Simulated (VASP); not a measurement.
A run of VASP 6.6.1 is set up as follows.

The input POSCAR:

```
BP
1.0
    2.3136222856      2.3136222856      0.0000000000
   -2.3136222856      2.3136222856      0.0000000000
    0.0000000000      2.3136222856      2.2410380570
B P
1 1
Direct
    0.0000000000      0.0000000000      0.0000000000
    0.7500000000      0.2500000000      0.5000000000
```

File INCAR.step1:

```
SYSTEM = BP
ALGO = Normal
EDIFF = 1E-4
ENCUT = 520
GGA = PE
ISMEAR = 0
LASPH = .True.
LCHARG = .False.
LREAL = .False.
LWAVE = .True.
NBANDS = 11
NELM = 80
PREC = Accurate
SIGMA = 0.01
```

INCAR.step2

```
SYSTEM = BP
ALGO = Normal
EDIFF = 1E-6
ENCUT = 520
ISIF = 2
ISMEAR = 0
ISTART = 1
LASPH = .True.
LCHARG = .True.
LELF = .True.
LMIXTAU = .True.
LREAL = .False.
LVHAR = .True.
LWAVE = .False.
METAGGA = R2SCAN
NBANDS = 11
NELM = 80
PREC = Accurate
SIGMA = 0.01
```

File KPOINTS:

```
k-points
0
Gamma
  8 8 8
  0 0 0
```

Potentials or basis: VASP PAW PBE potentials, release 64 (B, P).

Run with:

```bash
$ cat potpaw_PBE.64/B/POTCAR potpaw_PBE.64/P/POTCAR > POTCAR
$ cp INCAR.step1 INCAR
$ mpirun -np 1 vasp_std > vasp.out
$ cp INCAR.step2 INCAR
$ mpirun -np 1 vasp_std > vasp.out
```

Question: Estimate the pressure.

Answer: -4.9 GPa.

Question: What does it give for the band gap on the k mesh?

Answer: 1.01 eV (least direct gap 3.26 eV).

Stress tensor (GPa, compression positive):
```
-7.77  0.00  0.00
 0.00 -7.77  0.00
 0.00  0.00  0.83
```

Caveat: the cell differs from its parent crystal (in-plane strain +0.02); the cell stands under tension; the PAW data sets were made with another functional, which shifts forces and pressure a little. A k mesh can miss the band edges.
